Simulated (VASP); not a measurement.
Wanted: the native input for a VASP 6.6.1 run.

| Quantity | Value |
| --- | --- |
| Task | single point |
| Functional | PBE |
| Potentials or basis | VASP PAW PBE potentials, release 64 (Nb_sv) |
| Cutoff | 500 eV |
| k mesh | 11 × 11 × 11 |
| Occupations | gaussian, width 0.1 eV |
| Spin | no spin polarisation |
| Dipole correction | no |
| Further INCAR settings | ALGO = Normal; EDIFF = 1e-06; NBANDS = 12 |

The structure of Nb lies in POSCAR:

```
Nb
1.0
   -1.6506000000      1.6506000000      1.6506000000
    1.6506000000     -1.6506000000      1.6506000000
    1.6506000000      1.6506000000     -1.6506000000
Nb
1
Direct
    0.0000000000      0.0000000000      0.0000000000
```

These files were run (other wordings do the same):

INCAR

```
ALGO = Normal
EDIFF = 1E-6
ENCUT = 500
GGA = PE
GGA_COMPAT = F
ISIF = 2
ISMEAR = 0
LASPH = T
LCHARG = F
LREAL = F
LWAVE = F
NBANDS = 12
NELM = 120
PREC = Accurate
SIGMA = 0.1
```

KPOINTS

```
k-points
0
Gamma
  11 11 11
```

Potentials or basis: VASP PAW PBE potentials, release 64 (Nb_sv).

Launch:

```console
$ cat potpaw_PBE.64/Nb_sv/POTCAR > POTCAR
$ mpirun -np 1 vasp_std > vasp.out
```

Results of the run:

| Quantity | Value |
| --- | --- |
| Pressure | 1.8 GPa |

Wall time 12 s on 1 thread of Intel Xeon 8259CL, on a shared host, peak memory 0.14 GiB.
